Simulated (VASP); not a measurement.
# K (Pm-3m) in VASP: further runs, part 2 of 2

VASP 6.6.1.

## Step 5: Single point, r2SCAN

Contents of POSCAR:

```
K
1.0
    4.3104390000      0.0000000000      0.0000000000
    0.0000000000      4.3104390000      0.0000000000
    0.0000000000      0.0000000000      4.3104390000
K
1
Direct
    0.0000000000      0.0000000000      0.0000000000
```

Contents of INCAR.step1:

```
  ALGO = Normal
  EDIFF = 1E-4
  ENCUT = 520
  GGA = PE
  ISMEAR = 1
  LASPH = T
  LCHARG = F
  LREAL = F
  LWAVE = T
  NBANDS = 10
  NELM = 80
  PREC = Accurate
  SIGMA = 0.05
```

Contents of INCAR.step2:

```
  ALGO = Normal
  EDIFF = 1E-7
  ENCUT = 520
  ISIF = 2
  ISMEAR = 1
  ISTART = 1
  LASPH = T
  LCHARG = F
  LMIXTAU = T
  LREAL = F
  LWAVE = F
  METAGGA = R2SCAN
  NBANDS = 10
  NELM = 80
  PREC = Accurate
  SIGMA = 0.05
```

Contents of KPOINTS:

```
k-points
0
Gamma
  7 7 7
```

Potentials or basis: VASP PAW PBE potentials, release 64 (K_sv).

On the command line:

```console
cat potpaw_PBE.64/K_sv/POTCAR > POTCAR
cp INCAR.step1 INCAR
mpirun -np 1 vasp_std > vasp.out
cp INCAR.step2 INCAR
mpirun -np 1 vasp_std > vasp.out
```

OUTCAR:

```text
EDIFF = 1E-7
   ENCUT = 520
   ISIF = 2
   ISMEAR = 1
   ISTART = 1
   LASPH = T
   LREAL = F
   METAGGA = R2SCAN
   NELM = 80
   PREC = Accurate

 ion  position               nearest neighbor table
   1  0.000  0.000  0.000-

  LATTYP: Found a simple cubic cell.
 ALAT       =     4.3104390000

  Lattice vectors:

 A1 = (   4.3104390000,   0.0000000000,   0.0000000000)
 A2 = (   0.0000000000,   4.3104390000,   0.0000000000)
 A3 = (   0.0000000000,   0.0000000000,   4.3104390000)

Analysis of symmetry for initial positions (statically):
=====================================================================
 Subroutine PRICEL returns:
 Original cell was already a primitive cell.

 Routine SETGRP: Setting up the symmetry group for a
 simple cubic supercell.

 Subroutine GETGRP returns: Found 48 space group operations
 (whereof 48 operations were pure point group operations)
 out of a pool of 48 trial point group operations.

The static configuration has the point symmetry O_h .

Analysis of symmetry for dynamics (positions and initial velocities):
=====================================================================
 Subroutine PRICEL returns:
 Original cell was already a primitive cell.

 Routine SETGRP: Setting up the symmetry group for a
 simple cubic supercell.

 Subroutine GETGRP returns: Found 48 space group operations
 (whereof 48 operations were pure point group operations)
 out of a pool of 48 trial point group operations.

The dynamic configuration has the point symmetry O_h .

 Subroutine INISYM returns: Found 48 space group operations
 (whereof 48 operations are pure point group operations),
 and found     1 'primitive' translations

----------------------------------------------------------------------------------------
[... 107 lines left out ...]
  volume/ion in A,a.u.               =      80.09       540.46
  Fermi-wavevector in a.u.,A,eV,Ry     =   0.790013  1.492908  8.491673  0.624120
  Thomas-Fermi vector in A             =   1.895270
   LORBIT       =      0    0 simple, 1 ext, 2 COOP (PROOUT), +10 PAW based schemes
   METAGGA = R2SCAN    functional components
   LHFCALC =     F    Hartree Fock is set to
   AEXX    =    0.0000 exact exchange contribution
   IVDW    =     0    specifies the selected vdW correction
   LEPSILON=     F    determine dielectric tensor
   LRPA    =     F    only Hartree local field effects (RPA)
 non-spin polarized calculation
 Methfessel and Paxton  Order N= 1 SIGMA  =   0.05
  energy-cutoff  :      520.00
  volume of cell :       80.09
 maximum number of plane-waves:      2179
   NGX = 17   NGY = 17   NGZ = 17

 number of electron       9.0000003 magnetization

 Free energy of the ion-electron system (eV)
  ---------------------------------------------------
  ext. energy  EPLUGINS =         0.00000000
  ---------------------------------------------------
  free energy    TOTEN  =        -5.90571048 eV

  energy without entropy =       -5.90570659  energy(sigma->0) =       -5.90570918

 E-fermi :  -0.2234     XC(G=0):  -5.6842

 val. band max:       -0.3452424770   @ k =   0.4286   0.1429   0.1429
 cond. band min:      -0.1907416074   @ k =   0.2857   0.2857   0.2857
 fundamental gap:      0.1545008696
 Fermi energy:        -0.2233515218

 k-point     1 :       0.0000    0.0000    0.0000
  band No.  band energies     occupation
      1     -34.1273      2.00000
      2     -16.7915      2.00000
      3     -16.7915      2.00000
      4     -16.7915      2.00000
      5      -2.3923      2.00000
      6       3.0010      0.00000
      7       3.0010      0.00000
      8       6.4451      0.00000
      9       6.4451      0.00000
     10       6.4451      0.00000
[... 235 lines left out ...]
 k-point    20 :       0.4286    0.4286    0.4286
  band No.  band energies     occupation
      1     -34.1160      2.00000
      2     -16.8500      2.00000
      3     -16.8495      2.00000
      4     -16.8495      2.00000
      5       1.7598      0.00000
      6       2.3208      0.00000
      7       2.3208      0.00000
      8       4.1514      0.00000
      9       4.4815      0.00000
     10       4.4815      0.00000

------------------------ aborting loop because EDIFF is reached ----------------------------------------

  FORCE on cell =-STRESS in cart. coord.  units (eV):
  Direction    XX          YY          ZZ          XY          YZ          ZX
  --------------------------------------------------------------------------------------
  -------------------------------------------------------------------------------------
  Total       -0.0132537     -0.0132537     -0.0132537     -0.0000000      0.0000000     -0.0000000
  in kB       -0.2651447     -0.2651447     -0.2651447     -0.0000000      0.0000000     -0.0000000
  external PRESSURE =      -0.2651447 kB  Pullay stress =       0.0000000 kB

 VOLUME and BASIS-vectors are now :
 -----------------------------------------------------------------------------
  energy-cutoff  :      520.00
  volume of cell :       80.09
      direct lattice vectors                 reciprocal lattice vectors
     4.310439000  0.000000000  0.000000000     0.231994931  0.000000000  0.000000000
     0.000000000  4.310439000  0.000000000     0.000000000  0.231994931  0.000000000
     0.000000000  0.000000000  4.310439000     0.000000000  0.000000000  0.231994931

 POSITION                                       TOTAL-FORCE (eV/Angst)
 -----------------------------------------------------------------------------------
      0.00000      0.00000      0.00000         0.000000      0.000000      0.000000
 -----------------------------------------------------------------------------------
    total drift:                                0.000000      0.000000      0.000000

  FREE ENERGIE OF THE ION-ELECTRON SYSTEM (eV)
  ---------------------------------------------------
  free  energy   TOTEN  =        -5.9057104764 eV

  energy  without entropy=       -5.9057065878  energy(sigma->0) =       -5.90570918
```

OUTCAR.step1:

```text
EDIFF = 1E-4
   ENCUT = 520
   GGA = PE
   ISMEAR = 1
   LASPH = T
[... 468 lines left out ...]

 POSITION                                       TOTAL-FORCE (eV/Angst)
 -----------------------------------------------------------------------------------
      0.00000      0.00000      0.00000         0.000000      0.000000      0.000000
 -----------------------------------------------------------------------------------
    total drift:                                0.000000      0.000000      0.000000

  FREE ENERGIE OF THE ION-ELECTRON SYSTEM (eV)
  ---------------------------------------------------
  free  energy   TOTEN  =        -0.9462313562 eV

  energy  without entropy=       -0.9462206239  energy(sigma->0) =       -0.94622778
```

OSZICAR.step1:

```text
N       E                     dE             d eps       ncg     rms          rms(c)
DAV:   1     0.425964915185E+02    0.42596E+02   -0.36955E+03   400   0.692E+02
DAV:   2     0.626623953329E+00   -0.41970E+02   -0.41585E+02   430   0.185E+02
DAV:   3    -0.880725740952E+00   -0.15073E+01   -0.15055E+01   600   0.272E+01
DAV:   4    -0.945421618365E+00   -0.64696E-01   -0.64678E-01   548   0.460E+00
DAV:   5    -0.947496299100E+00   -0.20747E-02   -0.20746E-02   626   0.581E-01    0.172E+00
DAV:   6    -0.946669000754E+00    0.82730E-03   -0.16809E-03   628   0.262E-01    0.108E+00
DAV:   7    -0.946189698562E+00    0.47930E-03   -0.33005E-03   588   0.347E-01    0.705E-02
DAV:   8    -0.946231356167E+00   -0.41658E-04   -0.22381E-04   494   0.156E-01
   1 F= -.94623136E+00 E0= -.94622778E+00  d E =-.107322E-04
```

Run time: 2.3 min. Hardware: 1 thread of AMD EPYC 7R13, shared host; peak memory 0.15 GiB.

Results:

```yaml
Free_energy: -5.9057 eV
Pressure: 0.0 GPa
```

Levels at points of the mesh, in eV from the Fermi level:
```tsv
k point	band 1	band 2	band 3	band 4	band 5	band 6	band 7	band 8	band 9	band 10
(0.00, 0.00, 0.00)	-33.90	-16.57	-16.57	-16.57	-2.17	3.22	3.22	6.67	6.67	6.67
```

Caveat: the PAW data sets were made with another functional, which shifts forces and pressure a little.

## Step 6: Overview

```csv
smearing,gap on the mesh (eV),pressure (GPa)
methfessel-paxton 0.3 eV,none,0.0
methfessel-paxton 0.2 eV,none,0.0
methfessel-paxton 0.1 eV,none,0.0
methfessel-paxton 0.05 eV,none,0.0
```

Alike in all rows: task single point; level r2SCAN; potentials or basis VASP PAW PBE potentials, release 64 (K_sv); no spin polarisation; cell as given; k mesh 7 × 7 × 7; cutoff (eV) 520.

Every run on the cell as given and a fine mesh finds a metal.

Caveats: the PAW data sets were made with another functional, which shifts forces and pressure a little.

Absolute energies hang on the potentials; compare differences alone.
